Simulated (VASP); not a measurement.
# Ba (P6/mmm) in VASP: further runs

Ba is run at these levels: RPBE; tasks: single point, relaxation of cell and atoms.

Program: VASP 6.6.1. These are calculated values, not measurements. Logs are shortened: lines on timing, memory, paths and dates and some standing lists are left out, and cuts for length are marked.

### 1 The cell of the first run

Symmetry: P6/mmm, No. 191, hexagonal system. The conventional cell has a = 7.404 Å, b = 7.404 Å, c = 4.399 Å, α = 90.00°, β = 90.00°, γ = 120.00°. Ba (site symmetry 6/mmm) has 14 Ba at 4.40 to 4.81 Å within 5.8 Å. Within 5.6 Å of Ba (site symmetry -6m2) lie 11 Ba at 4.27 to 4.81 Å.

This isn't the form of Ba at room conditions, which is bcc.

### 2 Single point, RPBE

INCAR reads:

```
SYSTEM = Ba
PREC = Accurate
ENCUT = 520
EDIFF = 1E-6
ISMEAR = -1
SIGMA = 0.1
LREAL = .FALSE.
LASPH = .TRUE.
NELM = 60
ALGO = Normal
ISIF = 2
LWAVE = .FALSE.
LCHARG = .FALSE.
GGA = RP
NBANDS = 22
```

KPOINTS reads:

```
Automatic mesh
0
G
  7 7 10
  0 0 0
```

POSCAR reads:

```
Ba
1.0
    7.4040688562      0.0000000000      0.0000000000
   -3.7020344281      6.4121117208      0.0000000000
    0.0000000000      0.0000000000      4.3987586462
Ba
3
Direct
    1.0000000000      0.0000000000      1.0000000000
    0.3333333333      0.6666666667      0.5000000000
    0.6666666667      0.3333333333      0.5000000000
```

Potentials or basis: VASP PAW PBE potentials, release 64 (Ba_sv).

Run with:

```bash
cat potpaw_PBE.64/Ba_sv/POTCAR > POTCAR
mpirun -np 1 vasp_std > vasp.out
```

OUTCAR:

```text
SYSTEM = Ba
   PREC = Accurate
   ENCUT = 520
   EDIFF = 1E-6
   ISMEAR = -1
   LREAL = .FALSE.
   LASPH = .TRUE.
   NELM = 60
   ISIF = 2
   GGA = RP

 ion  position               nearest neighbor table
   1  0.000  0.000  0.000-
   2  0.333  0.667  0.500-   3 4.27   3 4.27   3 4.27
   3  0.667  0.333  0.500-   2 4.27   2 4.27   2 4.27

  LATTYP: Found a hexagonal cell.
 ALAT       =     7.4040688562
 C/A-ratio  =     0.5941001808

  Lattice vectors:

 A1 = (   7.4040688562,   0.0000000000,   0.0000000000)
 A2 = (  -3.7020344281,   6.4121117208,   0.0000000000)
 A3 = (   0.0000000000,   0.0000000000,   4.3987586462)

Analysis of symmetry for initial positions (statically):
=====================================================================
 Subroutine PRICEL returns:
 Original cell was already a primitive cell.

 Routine SETGRP: Setting up the symmetry group for a
 hexagonal supercell.

 Subroutine GETGRP returns: Found 24 space group operations
 (whereof 24 operations were pure point group operations)
 out of a pool of 24 trial point group operations.

The static configuration has the point symmetry D_6h.

Analysis of symmetry for dynamics (positions and initial velocities):
=====================================================================
 Subroutine PRICEL returns:
 Original cell was already a primitive cell.

 Routine SETGRP: Setting up the symmetry group for a
 hexagonal supercell.

 Subroutine GETGRP returns: Found 24 space group operations
 (whereof 24 operations were pure point group operations)
 out of a pool of 24 trial point group operations.

The dynamic configuration has the point symmetry D_6h.

 Subroutine INISYM returns: Found 24 space group operations
 (whereof 24 operations are pure point group operations),
 and found     1 'primitive' translations

----------------------------------------------------------------------------------------

                                     Primitive cell

  volume of cell :     208.8342

  direct lattice vectors                    reciprocal lattice vectors
     7.404068856  0.000000000  0.000000000     0.135060873  0.077977431  0.000000000
    -3.702034428  6.412111721  0.000000000     0.000000000  0.155954862  0.000000000
     0.000000000  0.000000000  4.398758646     0.000000000  0.000000000  0.227336865

  length of vectors
     7.404068856  7.404068856  4.398758646     0.155954862  0.155954862  0.227336865

  position of ions in fractional coordinates (direct lattice)
     0.000000000  0.000000000  0.000000000
     0.333333333  0.666666667  0.500000000
     0.666666667  0.333333333  0.500000000

  ion indices of the primitive-cell ions
   primitive index   ion index
                 1           1
                 2           2
                 3           3

----------------------------------------------------------------------------------------

 KPOINTS: Automatic mesh

Automatic generation of k-mesh.
 Grid dimensions read from file:
 generate k-points for:    7    7   10

 Generating k-lattice:

  Cartesian coordinates                     Fractional coordinates (reciprocal lattice)
     0.019294410  0.011139633  0.000000000     0.142857143  0.000000000  0.000000000
     0.000000000  0.022279266  0.000000000     0.000000000  0.142857143  0.000000000
     0.000000000  0.000000000  0.022733686     0.000000000  0.000000000  0.100000000

  Length of vectors
     0.022279266  0.022279266  0.022733686

  Shift w.r.t. Gamma in fractional coordinates (k-lattice)
     0.000000000  0.000000000  0.000000000

 Subroutine IBZKPT returns following result:
 ===========================================

 Found     48 irreducible k-points:

 Following reciprocal coordinates:
            Coordinates               Weight
  0.000000  0.000000  0.000000      1.000000
  0.142857  0.000000  0.000000      6.000000
  0.285714  0.000000  0.000000      6.000000
  0.428571  0.000000  0.000000      6.000000
  0.142857  0.142857  0.000000      6.000000
  0.285714  0.142857  0.000000     12.000000
[... 16 lines left out ...]
  0.428571  0.142857  0.200000     12.000000
  0.285714  0.285714  0.200000     12.000000
 [... further k-points ...]
   k-points           NKPTS =     48   k-points in BZ     NKDIM =     48   number of bands    NBANDS=     22
   number of dos      NEDOS =    301   number of ions     NIONS =      3
   total plane-waves  NPLWV = 112896
   dimension x,y,z NGX =    56 NGY =   56 NGZ =   36
   dimension x,y,z NGXF=   112 NGYF=  112 NGZF=   72
   ions per type =               3
   NGX,Y,Z   is equivalent  to a cutoff of  12.57, 12.57, 13.61 a.u.
   NGXF,Y,Z  is equivalent  to a cutoff of  25.15, 25.15, 27.21 a.u.
 SYSTEM =  Ba
   PREC   = accura    normal or accurate (medium, high low for compatibility)
   ISTART =      0    job   : 0-new  1-cont  2-samecut
   ICHARG =      2    charge: 1-file 2-atom 10-const
   ISPIN  =      1    spin polarized calculation?
   LNONCOLLINEAR =      F non collinear calculations
   LSORBIT =      F    spin-orbit coupling
   LASPH  =      T    aspherical Exc in radial PAW
   ENCUT  =  520.0 eV  38.22 Ry    6.18 a.u.  13.77 13.77  8.18*2*pi/ulx,y,z
   NELM   =     60;   NELMIN=  2; NELMDL= -5     # of ELM steps
   EDIFF  = 0.1E-05   stopping-criterion for ELM
   LREAL  =      F    real-space projection
   EDIFFG = 0.1E-04   stopping-criterion for IOM
   NSW    =      0    number of steps for IOM
   IBRION =     -1    ionic relax: 0-MD 1-quasi-New 2-CG
   NFREE  =      0    steps in history (QN), initial steepest desc. (CG)
   ISIF   =      2    stress and relaxation
   ISYM   =      2    0-nonsym 1-usesym 2-fastsym
   POTIM  = 0.5000    time-step for ionic-motion
   TEBEG  =    0.0;   TEEND  =   0.0 temperature during run
   PSTRESS=    0.0 pullay stress
   NELECT =      30.0000    total number of electrons
   NUPDOWN=      -1.0000    fix difference up-down
   EMIN   =  10.00;   EMAX   =-10.00  energy-range for DOS
   EFERMI =   0.00;   METHOD = LEGACY
   ISMEAR =    -1;   SIGMA  =   0.10  broadening in eV -4-tet -1-fermi 0-gaus
   EFERMI_NEDOS =   21; number of points for ismear=-14 and -15
   IALGO  =     38    algorithm
   IMIX   =      4    mixing-type and parameters
     AMIX     =   0.40;   BMIX     =  1.00
     AMIX_MAG =   1.60;   BMIX_MAG =  1.00
  volume/ion in A,a.u.               =      69.61       469.76
  Fermi-wavevector in a.u.,A,eV,Ry     =   0.857396  1.620243 10.002018  0.735128
  Thomas-Fermi vector in A             =   1.974443
   LORBIT       =      0    0 simple, 1 ext, 2 COOP (PROOUT), +10 PAW based schemes
   GGA     = RP    functional components
   LHFCALC =     F    Hartree Fock is set to
   AEXX    =    0.0000 exact exchange contribution
   IVDW    =     0    specifies the selected vdW correction
   LEPSILON=     F    determine dielectric tensor
   LRPA    =     F    only Hartree local field effects (RPA)
 non-spin polarized calculation
  energy-cutoff  :      520.00
  volume of cell :      208.83
 maximum number of plane-waves:      5656
 NGX is ok and might be reduce to    56
   NGX = 27   NGY = 27   NGZ = 17

 number of electron      30.0000000 magnetization

 Free energy of the ion-electron system (eV)
  ---------------------------------------------------
  ext. energy  EPLUGINS =         0.00000000
  ---------------------------------------------------
  free energy    TOTEN  =        -5.00376219 eV

  energy without entropy =       -4.81206797  energy(sigma->0) =       -4.90791508

 E-fermi :   1.4618     XC(G=0):  -6.9842

 val. band max:        1.4599050149   @ k =   0.1429   0.0000   0.3000
 cond. band min:       1.4720350324   @ k =   0.1429   0.0000   0.1000
 fundamental gap:      0.0121300175
 Fermi energy:         1.4618178926

 k-point     1 :       0.0000    0.0000    0.0000
  band No.  band energies     occupation
      1     -27.6909      2.00000
      2     -27.6560      2.00000
      3     -27.5946      2.00000
      4     -12.9798      2.00000
      5     -12.9798      2.00000
      6     -12.8346      2.00000
[... 14 lines left out ...]
     21       3.4705      0.00000
     22       3.4705      0.00000

 k-point     2 :       0.1429    0.0000    0.0000
  band No.  band energies     occupation
      1     -27.6892      2.00000
      2     -27.6575      2.00000
      3     -27.5947      2.00000
      4     -12.9926      2.00000
      5     -12.9800      2.00000
      6     -12.8170      2.00000
[... 14 lines left out ...]
     21       3.3013      0.00000
     22       3.5734      0.00000

 k-point     3 :       0.2857    0.0000    0.0000
  band No.  band energies     occupation
      1     -27.6848      2.00000
      2     -27.6615      2.00000
      3     -27.5951      2.00000
      4     -13.0151      2.00000
      5     -12.9667      2.00000
      6     -12.7840      2.00000
[... 14 lines left out ...]
     21       2.9179      0.00000
     22       3.5932      0.00000

 k-point     4 :       0.4286    0.0000    0.0000
  band No.  band energies     occupation
      1     -27.6797      2.00000
      2     -27.6664      2.00000
      3     -27.5955      2.00000
      4     -13.0298      2.00000
      5     -12.9341      2.00000
      6     -12.8203      2.00000
[... 14 lines left out ...]
     21       2.7636      0.00000
     22       3.4932      0.00000

 k-point     5 :       0.1429    0.1429    0.0000
  band No.  band energies     occupation
      1     -27.6862      2.00000
      2     -27.6602      2.00000
      3     -27.5950      2.00000
      4     -13.0052      2.00000
      5     -12.9772      2.00000
      6     -12.7913      2.00000
[... 417 lines left out ...]
 k-point    22 :       0.2857    0.1429    0.2000
  band No.  band energies     occupation
      1     -27.6757      2.00000
      2     -27.6597      2.00000
      3     -27.5900      2.00000
      4     -13.0029      2.00000
      5     -12.9386      2.00000
      6     -12.8285      2.00000
[... 14 lines left out ...]
     21       2.9854      0.00000
     22       3.0906      0.00000

 k-point    23 :       0.4286    0.1429    0.2000
  band No.  band energies     occupation
      1     -27.6721      2.00000
      2     -27.6632      2.00000
      3     -27.5902      2.00000
      4     -13.0079      2.00000
      5     -12.9189      2.00000
      6     -12.8474      2.00000
[... 14 lines left out ...]
     21       2.9543      0.00000
     22       3.1040      0.00000

 k-point    24 :       0.2857    0.2857    0.2000
  band No.  band energies     occupation
      1     -27.6708      2.00000
      2     -27.6645      2.00000
      3     -27.5902      2.00000
      4     -13.0055      2.00000
      5     -12.9099      2.00000
      6     -12.8598      2.00000
[... 14 lines left out ...]
     21       2.7987      0.00000
     22       3.1891      0.00000

 [... further k-points ...]

------------------------ aborting loop because EDIFF is reached ----------------------------------------

  FORCE on cell =-STRESS in cart. coord.  units (eV):
  Direction    XX          YY          ZZ          XY          YZ          ZX
  --------------------------------------------------------------------------------------
  -------------------------------------------------------------------------------------
  Total        0.0235086      0.0235086      0.0536652      0.0000000     -0.0000000      0.0000000
  in kB        0.1803583      0.1803583      0.4117196      0.0000000     -0.0000000      0.0000000
  external PRESSURE =       0.2574787 kB  Pullay stress =       0.0000000 kB

 VOLUME and BASIS-vectors are now :
 -----------------------------------------------------------------------------
  energy-cutoff  :      520.00
  volume of cell :      208.83
      direct lattice vectors                 reciprocal lattice vectors
     7.404068856  0.000000000  0.000000000     0.135060873  0.077977431  0.000000000
    -3.702034428  6.412111721  0.000000000     0.000000000  0.155954862  0.000000000
     0.000000000  0.000000000  4.398758646     0.000000000  0.000000000  0.227336865

 POSITION                                       TOTAL-FORCE (eV/Angst)
 -----------------------------------------------------------------------------------
      0.00000      0.00000      0.00000        -0.000000      0.000000      0.000000
     -0.00000      4.27474      2.19938         0.000000      0.000000      0.000000
      3.70203      2.13737      2.19938        -0.000000     -0.000000      0.000000
 -----------------------------------------------------------------------------------
    total drift:                                0.000000     -0.000000      0.000000

  FREE ENERGIE OF THE ION-ELECTRON SYSTEM (eV)
  ---------------------------------------------------
  free  energy   TOTEN  =        -5.0037621908 eV

  energy  without entropy=       -4.8120679748  energy(sigma->0) =       -4.90791508
```

Wall time 2 min (1 thread of Intel Xeon Platinum 8488C (Sapphire Rapids), shared host); peak memory 0.42 GiB.

Results:

| Property | Result |
| --- | --- |
| Free energy | -5.0038 eV |
| Pressure | 0.0 GPa |
| Band gap on the k mesh | zero (bands 15 and 16 overlap by 0.63 eV) |

Caveat: the PAW data sets were made with another functional, which shifts forces and pressure a little; spin-orbit coupling is left out, which moves the levels of the heavy elements.

### 3 Relaxation of cell and atoms, RPBE

This run uses another cell than the first one, of 62.50 Å³/atom.

INCAR reads:

```
SYSTEM = Ba
ALGO = Normal
EDIFF = 1E-7
EDIFFG = -0.01
ENCUT = 600
GGA = RP
IBRION = 2
ISIF = 3
ISMEAR = -1
LASPH = .TRUE.
LCHARG = .FALSE.
LREAL = .FALSE.
LWAVE = .FALSE.
NELM = 80
NSW = 80
PREC = Accurate
SIGMA = 0.1
```

KPOINTS reads:

```
k-points
0
G
  5 5 7
  0 0 0
```

POSCAR reads:

```
Ba
1.0
    7.0686539647      0.0000000000      0.0000000000
   -3.5343269823      6.1216339040      0.0000000000
    0.0000000000      0.0000000000      4.3330848804
Ba
3
Direct
    0.0000000000      0.0000000000      0.0000000000
    0.3333333333      0.6666666667      0.5000000000
    0.6666666667      0.3333333333      0.5000000000
```

Potentials or basis: VASP PAW PBE potentials, release 64 (Ba_sv).

Run with:

```bash
cat potpaw_PBE.64/Ba_sv/POTCAR > POTCAR
mpirun -np 1 vasp_std > vasp.out
```

Run time: 4.4 min. Hardware: 1 thread of Intel Xeon Platinum 8488C (Sapphire Rapids), shared host; peak memory 0.37 GiB.

The run converged. Its results:

```
Free energy                           : -5.0024 eV
Relaxed volume                        : 69.89 Å³/atom
Relaxed cell                          : a = 7.408 Å, b = 7.408 Å, c = 4.412 Å, α = 90.00°, β = 90.00°, γ = 120.00°
Space group after relaxing (to 0.1 Å) : P6/mmm (No. 191)
Energy gained by relaxing             : 24.4 meV/atom
Ionic steps                           : 6
Pressure after relaxing               : 0.0 GPa
Band gap on the k mesh                : zero (bands 15 and 16 overlap by 0.44 eV)
```

Step by step:
```tsv
step	energy change (eV)	largest force (eV/Å)	pressure (GPa)	volume (Å³)
1	0.0000	0.0000	0.98	187.50
2	-0.0537	0.0000	0.47	198.10
3	-0.0712	0.0000	-0.14	214.07
4	-0.0731	0.0000	-0.01	210.25
5	-0.0731	0.0000	0.01	209.77
6	-0.0731	0.0000	0.01	209.67
```

Final structure:
```cif
data_structure
_symmetry_space_group_name_H-M 'P 1'
_symmetry_Int_Tables_number 1
_cell_length_a 7.4079
_cell_length_b 7.4079
_cell_length_c 4.4118
_cell_angle_alpha 90.000
_cell_angle_beta 90.000
_cell_angle_gamma 120.000
_cell_volume 209.67
loop_
_atom_site_label
_atom_site_type_symbol
_atom_site_fract_x
_atom_site_fract_y
_atom_site_fract_z
_atom_site_occupancy
Ba1 Ba 0.00000 0.00000 0.00000 1
Ba2 Ba 0.33333 0.66667 0.50000 1
Ba3 Ba 0.66667 0.33333 0.50000 1
```

Levels at points of the mesh, in eV from the Fermi level:
```
           k point  band 11  band 12  band 13  band 14  band 15  band 16  band 17  band 18  band 19
(0.00, 0.00, 0.00)   -14.14   -14.11    -2.69    -0.25     0.37     0.37     0.42     0.42     0.54
```

Caveat: the PAW data sets were made with another functional, which shifts forces and pressure a little; spin-orbit coupling is left out, which moves the levels of the heavy elements.
